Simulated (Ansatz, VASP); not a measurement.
# Two plane-wave programs on VO2

```
CELL_PARAMETERS angstrom
4.51700 0.00000 0.00000
0.00000 4.51700 0.00000
0.00000 0.00000 2.87200
ATOMIC_POSITIONS crystal
O 0.30000 0.30000 0.00000
O 0.20000 0.80000 0.50000
O 0.70000 0.70000 0.00000
O 0.80000 0.20000 0.50000
V 0.00000 0.00000 0.00000
V 0.50000 0.50000 0.50000
```

Change from the starting cell: moments +- scaled by 0.4, plain SCF.

Alike in both runs: task single point; functional PBE; k mesh 4 × 4 × 7; occupations gaussian, width 0.05 eV; collinear spin.

|  | VASP | Ansatz |
| --- | --- | --- |
| version | VASP 6.6.1 | Ansatz 0.2.0 |
| potentials or method | VASP PAW PBE potentials, release 64 (O, V_sv), cutoff 600 eV | PAW, plane waves, scalar-relativistic |
| valence electrons in the cell | 50 | 50 |

VASP gave:

- pressure (GPa): 2.8
- traceless stress, the component that is largest in VASP (GPa): -6.99
- rms of the force components (eV/Å): 0.043
- net moment per atom (μB): 0.00
- size of the moment on the site where the two differ most (μB): 0.45

Problem. Which values does Ansatz return?

Solution. Pressure (GPa): 2.1; traceless stress, the component that is largest in VASP (GPa): -7.23; rms of the force components (eV/Å): 0.052; net moment per atom (μB): 0.00; size of the moment on the site where the two differ most (μB): 0.36.

Site moments also hang on the region over which each program counts them. Atom by atom the forces differ by 0.010 eV/Å (rms over components). The functional is the same, so the differences come from potentials, cutoffs and numerics.
